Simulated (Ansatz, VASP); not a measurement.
# Ti3S2: VASP beside Ansatz

```
Ti S
1.0
     2.76738    1.59775    3.23762
    -2.76738    1.59775    3.23762
     0.00000   -3.19549    3.23762
Ti S
3 2
Direct
  0.00000 0.33565 0.66434
  0.66434 0.00000 0.33565
  0.33565 0.66434 0.00000
  0.16784 0.16784 0.16784
  0.83216 0.83216 0.83216
```

Alike in both runs: functional PBEsol; k mesh 5 × 5 × 5; occupations fermi-dirac, width 0.05 eV; no spin polarisation.

|  | VASP | Ansatz |
| --- | --- | --- |
| version | VASP 6.6.1 | Ansatz 0.2.0 |
| potentials or method | VASP PAW PBE potentials, release 64 (Ti_sv, S) | Ansatz PAW |
| plane-wave cutoff (eV) | 520 | 420 |
| valence electrons in the cell | 48 | 48 |
| task | single point | band structure |

```tsv
	VASP	Ansatz	Ansatz less VASP
gap on the k mesh at the Fermi level (eV)	none	none	-
pressure (GPa)	-8.4	-8.6	-0.18
traceless stress, the component that is largest in VASP (GPa)	0.36	0.28	-0.072
rms of the force components (eV/Å)	0.075	0.079	+0.0038
```

VASP's potentials were made for PBE, not for PBEsol. Atom by atom the forces differ by 0.004 eV/Å (rms over components). A gap of «none» marks a metal or a gap that the smearing closes. The functional is the same, so the differences come from potentials, cutoffs and numerics.
